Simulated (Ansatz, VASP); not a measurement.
# Ir in VASP and in Ansatz

```xyz
2
Lattice="0.0000 2.7839 2.7839 2.7839 0.0000 2.7839 2.7839 2.7839 0.0000" Properties=species:S:1:pos:R:3 pbc="T T T"
Ir    0.0000    0.0000    0.0000
Ir    1.3919    1.3919    1.3919
```

Alike in both runs: task single point; functional PBE; k mesh 12 × 12 × 12; occupations fermi-dirac, width 0.05 eV; no spin polarisation.

```csv
,VASP,Ansatz
version,VASP 6.6.1,Ansatz 0.2.0
potentials or method,"VASP PAW PBE potentials, release 64 (Ir), cutoff 520 eV","all-electron LAPW, scalar-relativistic"
```

VASP gave:

```
pressure (GPa) : -0.4
```

**Question.** Estimate Ansatz's values.

**Answer.** Pressure (GPa): 0.1.

Ansatz ran all-electron here, and VASP with PAW potentials.

Spin-orbit coupling is off throughout.
